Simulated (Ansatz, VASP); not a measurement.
Ir in VASP and in Ansatz

File INCAR:

```
ALGO = Fast
EDIFF = 1E-7
ENCUT = 520
GGA = PE
ISIF = 2
ISMEAR = 0
LASPH = True
LCHARG = True
LELF = True
LREAL = False
LVHAR = True
LWAVE = False
NBANDS = 10
NELM = 60
PREC = Accurate
SIGMA = 0.15
```

The input KPOINTS:

```
k-points
0
Gamma
  22 22 22
```

File POSCAR:

```
Ir
1.0
    0.0000000000      2.0482119040      1.7551127805
    2.0482119040      0.0000000000      1.7551127805
    2.0482119040      2.0482119040      0.0000000000
Ir
1
Direct
    0.0000000000      0.0000000000      0.0000000000
```

Input for Ansatz:

```yaml
crystal:
  lattice:
    - [0.0, 2.048211904, 1.7551127805]
    - [2.048211904, 0.0, 1.7551127805]
    - [2.048211904, 2.048211904, 0.0]
  atoms:
    - { symbol: Ir, position: [0.0, 0.0, 0.0] }
basis:
  ecutwfc: 420
kpoints:
  mp_grid: { grid: [22, 22, 22] }
hamiltonian:
  xc: pbe
  pseudopotentials: { kind: paw, azcp: { folder: soft_1 } }
scf:
  occupations: { method: gaussian, width: 0.15 }
output:
  forces: true
  stress: true
  eigenvalues: true
```

Alike in both runs: task single point; functional PBE; k mesh 22 × 22 × 22; occupations gaussian, width 0.15 eV; no spin polarisation.

|  | VASP | Ansatz |
| --- | --- | --- |
| version | VASP 6.6.1 | Ansatz 0.2.0 |
| potentials or method | VASP PAW PBE potentials, release 64 (Ir), cutoff 520 eV | scalar-relativistic, plane waves, PAW |
| valence electrons in the cell | 9 | 17 |

```csv
,VASP,Ansatz,Ansatz less VASP
gap on the k mesh at the Fermi level (eV),none,none,-
pressure (GPa),-0.4,-1.0,-0.53
"traceless stress, the component that is largest in VASP (GPa)",27.38,27.55,+0.178
```

A gap of «none» marks a metal or a gap that the smearing closes. VASP's potentials hold 9 valence electrons a cell and Ansatz's 17, so a difference there can come from the potentials and not from the codes.

Spin-orbit coupling is off throughout.
